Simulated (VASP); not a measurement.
# SnSe2 in VASP: notebook

The runs below take SnSe2 through single point, with PBE+D3(BJ).

Everything below comes from runs of VASP 6.6.1. Logs are shortened: lines on timing, memory, paths and dates and some standing lists are left out, and cuts for length are marked.

## (1) The cell of the first run

The cell holds a slab with vacuum, 12 atoms: a = 7.678 Å, b = 7.678 Å, c = 21.188 Å, α = 90.00°, β = 90.00°, γ = 120.00°.

## (2) Single point, PBE+D3(BJ)

INCAR reads:

```
ALGO = Normal
DIPOL = 0.5 0.5 0.453
EDIFF = 1E-6
ENCUT = 520
GGA = PE
IDIPOL = 3
ISIF = 2
ISMEAR = 0
IVDW = 12
LASPH = T
LCHARG = T
LDIPOL = T
LELF = T
LREAL = F
LVACPOTAV = T
LVHAR = T
LWAVE = F
NBANDS = 64
NELM = 60
PREC = Accurate
SIGMA = 0.05
```

KPOINTS reads:

```
k-points
0
Gamma
  3 3 1
```

POSCAR reads:

```
SnSe2
1.0
    7.6780971905      0.0000000000      0.0000000000
   -3.8390485952      6.6494272197      0.0000000000
    0.0000000000      0.0000000000     21.1880040004
Se Sn
8 4
Direct
    0.3333333333      0.1666666667      0.3775721394
    0.3333333333      0.6666666667      0.3775721394
    0.8333333333      0.1666666667      0.3775721394
    0.8333333333      0.6666666667      0.3775721394
    0.1672179189      0.3320880470      0.5280675457
    0.1684008942      0.8353988120      0.5281554664
    0.6641041034      0.3282877715      0.5280425354
    0.6659353885      0.8333351653      0.5278949005
   -0.0003123267     -0.0001902301      0.4529272173
    0.0003452925      0.4999459039      0.4536736958
    0.4983667504     -0.0036347792      0.4521122868
    0.4998076413      0.4998287590      0.4529810330
```

Potentials or basis: VASP PAW PBE potentials, release 64 (Se, Sn_d).

Run with:

```bash
$ cat potpaw_PBE.64/Se/POTCAR potpaw_PBE.64/Sn_d/POTCAR > POTCAR
$ mpirun -np 1 vasp_std > vasp.out
```

OUTCAR:

```text
EDIFF = 1E-6
   ENCUT = 520
   GGA = PE
   ISIF = 2
   ISMEAR = 0
   IVDW = 12
   LASPH = T
   LREAL = F
   NELM = 60
   PREC = Accurate
 IVDW          = 12

 ion  position               nearest neighbor table
   1  0.333  0.167  0.378-  12 2.73  11 2.73   9 2.73
   2  0.333  0.667  0.378-  11 2.70  12 2.73  10 2.74
   3  0.833  0.167  0.378-  11 2.73   9 2.73  10 2.74
   4  0.833  0.667  0.378-   9 2.73  12 2.73  10 2.74
   5  0.167  0.332  0.528-   9 2.72  12 2.72  10 2.73
   6  0.168  0.835  0.528-  11 2.72   9 2.73  10 2.73
   7  0.664  0.328  0.528-  11 2.73  10 2.74  12 2.74
   8  0.666  0.833  0.528-  11 2.72  12 2.73   9 2.73
   9  1.000  1.000  0.453-   5 2.72   6 2.73   8 2.73   4 2.73   3 2.73   1 2.73
  10  0.000  0.500  0.454-   5 2.73   6 2.73   7 2.74   2 2.74   3 2.74   4 2.74
  11  0.498  0.996  0.452-   2 2.70   6 2.72   8 2.72   3 2.73   7 2.73   1 2.73
  12  0.500  0.500  0.453-   5 2.72   8 2.73   1 2.73   2 2.73   4 2.73   7 2.74

  LATTYP: Found a hexagonal cell.
 ALAT       =     7.6780971905
 C/A-ratio  =     2.7595383953

  Lattice vectors:

 A1 = (   7.6780971905,   0.0000000000,   0.0000000000)
 A2 = (  -3.8390485952,   6.6494272197,   0.0000000000)
 A3 = (   0.0000000000,   0.0000000000,  21.1880040004)

Analysis of symmetry for initial positions (statically):
=====================================================================
 Subroutine PRICEL returns:
 Original cell was already a primitive cell.

 Routine SETGRP: Setting up the symmetry group for a
 hexagonal supercell.

 Subroutine GETGRP returns: Found  1 space group operations
 (whereof  1 operations were pure point group operations)
 out of a pool of 24 trial point group operations.

The static configuration has the point symmetry C_1 .

Analysis of symmetry for dynamics (positions and initial velocities):
=====================================================================
 Subroutine PRICEL returns:
 Original cell was already a primitive cell.

 Routine SETGRP: Setting up the symmetry group for a
 hexagonal supercell.

 Subroutine GETGRP returns: Found  1 space group operations
 (whereof  1 operations were pure point group operations)
 out of a pool of 24 trial point group operations.

The dynamic configuration has the point symmetry C_1 .

 Subroutine INISYM returns: Found  1 space group operations
 (whereof  1 operations are pure point group operations),
 and found     1 'primitive' translations

----------------------------------------------------------------------------------------

                                     Primitive cell

  volume of cell :    1081.7525

  direct lattice vectors                    reciprocal lattice vectors
     7.678097190  0.000000000  0.000000000     0.130240602  0.075194447  0.000000000
    -3.839048595  6.649427220  0.000000000     0.000000000  0.150388893  0.000000000
     0.000000000  0.000000000 21.188004000     0.000000000  0.000000000  0.047196517

  length of vectors
     7.678097190  7.678097190 21.188004000     0.150388893  0.150388893  0.047196517

  position of ions in fractional coordinates (direct lattice)
     0.333333333  0.166666667  0.377572139
     0.333333333  0.666666667  0.377572139
     0.833333333  0.166666667  0.377572139
     0.833333333  0.666666667  0.377572139
     0.167217919  0.332088047  0.528067546
     0.168400894  0.835398812  0.528155466
     0.664104103  0.328287772  0.528042535
     0.665935389  0.833335165  0.527894901
     0.999687673  0.999809770  0.452927217
     0.000345293  0.499945904  0.453673696
     0.498366750  0.996365221  0.452112287
     0.499807641  0.499828759  0.452981033

  ion indices of the primitive-cell ions
   primitive index   ion index
                 1           1
                 2           2
                 3           3
                 4           4
                 5           5
                 6           6
                 7           7
                 8           8
                 9           9
                10          10
                11          11
                12          12

----------------------------------------------------------------------------------------

 KPOINTS: k-points

Automatic generation of k-mesh.
 Grid dimensions read from file:
 generate k-points for:    3    3    1

 Generating k-lattice:

  Cartesian coordinates                     Fractional coordinates (reciprocal lattice)
     0.043413534  0.025064816  0.000000000     0.333333333  0.000000000  0.000000000
     0.000000000  0.050129631  0.000000000     0.000000000  0.333333333  0.000000000
     0.000000000  0.000000000  0.047196517     0.000000000  0.000000000  1.000000000

  Length of vectors
     0.050129631  0.050129631  0.047196517

  Shift w.r.t. Gamma in fractional coordinates (k-lattice)
     0.000000000  0.000000000  0.000000000

 Subroutine IBZKPT returns following result:
 ===========================================

 Found      5 irreducible k-points:

 Following reciprocal coordinates:
            Coordinates               Weight
  0.000000  0.000000  0.000000      1.000000
  0.333333 -0.000000  0.000000      2.000000
  0.000000  0.333333  0.000000      2.000000
 -0.333333  0.333333  0.000000      2.000000
  0.333333  0.333333  0.000000      2.000000
   k-points           NKPTS =      5   k-points in BZ     NKDIM =      5   number of bands    NBANDS=     64
   number of dos      NEDOS =    301   number of ions     NIONS =     12
   total plane-waves  NPLWV = 576000
   dimension x,y,z NGX =    60 NGY =   60 NGZ =  160
   dimension x,y,z NGXF=   120 NGYF=  120 NGZF=  320
   ions per type =               8   4
   NGX,Y,Z   is equivalent  to a cutoff of  12.99, 12.99, 12.55 a.u.
   NGXF,Y,Z  is equivalent  to a cutoff of  25.98, 25.98, 25.11 a.u.
 SYSTEM =  unknown system
   PREC   = accura    normal or accurate (medium, high low for compatibility)
   ISTART =      0    job   : 0-new  1-cont  2-samecut
   ICHARG =      2    charge: 1-file 2-atom 10-const
   ISPIN  =      1    spin polarized calculation?
   LNONCOLLINEAR =      F non collinear calculations
   LSORBIT =      F    spin-orbit coupling
   LASPH  =      T    aspherical Exc in radial PAW
   ENCUT  =  520.0 eV  38.22 Ry    6.18 a.u.  14.28 14.28 39.40*2*pi/ulx,y,z
   NELM   =     60;   NELMIN=  2; NELMDL= -5     # of ELM steps
   EDIFF  = 0.1E-05   stopping-criterion for ELM
   LREAL  =      F    real-space projection
   EDIFFG = 0.1E-04   stopping-criterion for IOM
   NSW    =      0    number of steps for IOM
   IBRION =     -1    ionic relax: 0-MD 1-quasi-New 2-CG
   NFREE  =      0    steps in history (QN), initial steepest desc. (CG)
   ISIF   =      2    stress and relaxation
   ISYM   =      2    0-nonsym 1-usesym 2-fastsym
   POTIM  = 0.5000    time-step for ionic-motion
   TEBEG  =    0.0;   TEEND  =   0.0 temperature during run
   PSTRESS=    0.0 pullay stress
   NELECT =     104.0000    total number of electrons
   NUPDOWN=      -1.0000    fix difference up-down
   EMIN   =  10.00;   EMAX   =-10.00  energy-range for DOS
   EFERMI =   0.00;   METHOD = LEGACY
   ISMEAR =     0;   SIGMA  =   0.05  broadening in eV -4-tet -1-fermi 0-gaus
   EFERMI_NEDOS =   21; number of points for ismear=-14 and -15
   IALGO  =     38    algorithm
   IMIX   =      4    mixing-type and parameters
     AMIX     =   0.40;   BMIX     =  1.00
     AMIX_MAG =   1.60;   BMIX_MAG =  1.00
  volume/ion in A,a.u.               =      90.15       608.34
  Fermi-wavevector in a.u.,A,eV,Ry     =   0.749969  1.417236  7.652645  0.562454
  Thomas-Fermi vector in A             =   1.846612
   LORBIT       =      0    0 simple, 1 ext, 2 COOP (PROOUT), +10 PAW based schemes
   GGA     = PE    functional components
   LHFCALC =     F    Hartree Fock is set to
   AEXX    =    0.0000 exact exchange contribution
   IVDW    =    12    specifies the selected vdW correction
   LEPSILON=     F    determine dielectric tensor
   LRPA    =     F    only Hartree local field effects (RPA)
 non-spin polarized calculation
 Gauss-broadening in eV      SIGMA  =   0.05
  energy-cutoff  :      520.00
  volume of cell :     1081.75
 maximum number of plane-waves:     29281
 NGX is ok and might be reduce to    60
   NGX = 29   NGY = 29   NGZ = 79

 number of electron     103.9999980 magnetization

 dipolmoment           0.000000      0.000000     -0.002902 electrons x Angstroem

 Free energy of the ion-electron system (eV)
  ---------------------------------------------------
  ext. energy  EPLUGINS =         0.00000000
  ---------------------------------------------------
  free energy    TOTEN  =       -47.38225507 eV

  energy without entropy =      -47.38225507  energy(sigma->0) =      -47.38225507

 E-fermi :  -2.8194     XC(G=0):  -3.2234

 val. band max:       -3.1284039053   @ k =   0.0000   0.3333   0.0000
 cond. band min:      -2.3745321066   @ k =   0.0000   0.0000   0.0000
 fundamental gap:      0.7538717987
 Fermi energy:        -2.8194152458

 k-point     1 :       0.0000    0.0000    0.0000
  band No.  band energies     occupation
      1     -24.3186      2.00000
      2     -24.3166      2.00000
      3     -24.3151      2.00000
      4     -24.2709      2.00000
      5     -24.2705      2.00000
      6     -24.2502      2.00000
[... 56 lines left out ...]
     63       2.2582      0.00000
     64       2.2818      0.00000

 k-point     2 :       0.3333   -0.0000    0.0000
  band No.  band energies     occupation
      1     -24.3057      2.00000
      2     -24.3038      2.00000
      3     -24.3022      2.00000
      4     -24.2807      2.00000
      5     -24.2622      2.00000
      6     -24.2598      2.00000
[... 56 lines left out ...]
     63       2.1659      0.00000
     64       2.2035      0.00000

 k-point     3 :       0.0000    0.3333    0.0000
  band No.  band energies     occupation
      1     -24.3061      2.00000
      2     -24.3042      2.00000
      3     -24.3013      2.00000
      4     -24.2802      2.00000
      5     -24.2625      2.00000
      6     -24.2608      2.00000
[... 56 lines left out ...]
     63       2.1474      0.00000
     64       2.1716      0.00000

 k-point     4 :      -0.3333    0.3333    0.0000
  band No.  band energies     occupation
      1     -24.3055      2.00000
      2     -24.3036      2.00000
      3     -24.3026      2.00000
      4     -24.2808      2.00000
      5     -24.2620      2.00000
      6     -24.2591      2.00000
[... 56 lines left out ...]
     63       2.1825      0.00000
     64       2.1889      0.00000

 k-point     5 :       0.3333    0.3333    0.0000
  band No.  band energies     occupation
      1     -24.2938      2.00000
      2     -24.2929      2.00000
      3     -24.2909      2.00000
      4     -24.2830      2.00000
      5     -24.2818      2.00000
      6     -24.2597      2.00000
[... 56 lines left out ...]
     63       2.1226      0.00000
     64       2.1424      0.00000

------------------------ aborting loop because EDIFF is reached ----------------------------------------

 Edisp (eV)   -3.01206

 E8    (eV) :    -1.4051

  FORCE on cell =-STRESS in cart. coord.  units (eV):
  Direction    XX          YY          ZZ          XY          YZ          ZX
  --------------------------------------------------------------------------------------
  -------------------------------------------------------------------------------------
  Total      -0.58055    -0.53562     0.23079     0.00477     0.15258    -0.04330
  in kB      -0.85986    -0.79331     0.34182     0.00706     0.22599    -0.06413
  external pressure =       -0.44 kB  Pullay stress =        0.00 kB

 VOLUME and BASIS-vectors are now :
 -----------------------------------------------------------------------------
  energy-cutoff  :      520.00
  volume of cell :     1081.75
      direct lattice vectors                 reciprocal lattice vectors
     7.678097190  0.000000000  0.000000000     0.130240602  0.075194447  0.000000000
    -3.839048595  6.649427220  0.000000000     0.000000000  0.150388893  0.000000000
     0.000000000  0.000000000 21.188004000     0.000000000  0.000000000  0.047196517

 POSITION                                       TOTAL-FORCE (eV/Angst)
 -----------------------------------------------------------------------------------
      1.91952      1.10824      8.00000        -0.021869     -0.001891     -0.024880
     -0.00000      4.43295      8.00000        -0.023968     -0.087061     -0.050459
      5.75857      1.10824      8.00000         0.026642      0.026036      0.004765
      3.83905      4.43295      8.00000         0.026122     -0.021007      0.054884
      0.00901      2.20820     11.18870        -0.032035      0.043836      0.065109
     -1.91414      5.55492     11.19056        -0.033087     -0.090511      0.041180
      3.83874      2.18293     11.18817         0.009438      0.104683     -0.003933
      1.91390      5.54120     11.18504         0.036472     -0.043640      0.069305
      3.83738      6.64816      9.59662         0.005677     -0.007178     -0.091989
     -1.91667      3.32435      9.61244        -0.093144     -0.049146     -0.046765
      0.00141      6.62526      9.57936        -0.003340      0.184583     -0.000110
      1.91870      3.32357      9.59776         0.103093     -0.058702     -0.017106
 -----------------------------------------------------------------------------------
    total drift:                                0.000057     -0.000751     -0.000178

  FREE ENERGIE OF THE ION-ELECTRON SYSTEM (eV)
  ---------------------------------------------------
  free  energy   TOTEN  =       -50.3943138421 eV

  energy  without entropy=      -50.3943138421  energy(sigma->0) =      -50.39431384

 vacuum level on the upper side and lower side of the slab         2.869         2.880
```

Wall time 44 min (1 thread of AMD EPYC 7R13, shared host); peak memory 1.1 GiB.

What came out:

```yaml
Free_energy: -50.3943 eV
Largest_force: 0.185 eV/Å
Band_gap_on_the_k_mesh: 0.75 eV
Dispersion_energy_per_atom: -0.251 eV
```

Forces in eV/Å, atoms in the order of the input:
```
Se  -0.022 -0.002 -0.025
Se  -0.024 -0.087 -0.050
Se   0.027  0.026  0.005
Se   0.026 -0.021  0.055
Se  -0.032  0.044  0.065
Se  -0.033 -0.091  0.041
Se   0.009  0.105 -0.004
Se   0.036 -0.044  0.069
Sn   0.006 -0.007 -0.092
Sn  -0.093 -0.049 -0.047
Sn  -0.003  0.185  0.000
Sn   0.103 -0.059 -0.017
```

Levels at points of the mesh, in eV from the valence-band top:
| k point | band 50 | band 51 | band 52 | band 53 | band 54 | band 55 |
| --- | --- | --- | --- | --- | --- | --- |
| (0.00, 0.00, 0.00) | -0.32 | -0.07 | -0.07 | 0.75 | 0.79 | 0.83 |

Caveat: spin-orbit coupling is left out, which moves the levels of the heavy elements.

(Part 1 of 2 ends here.)
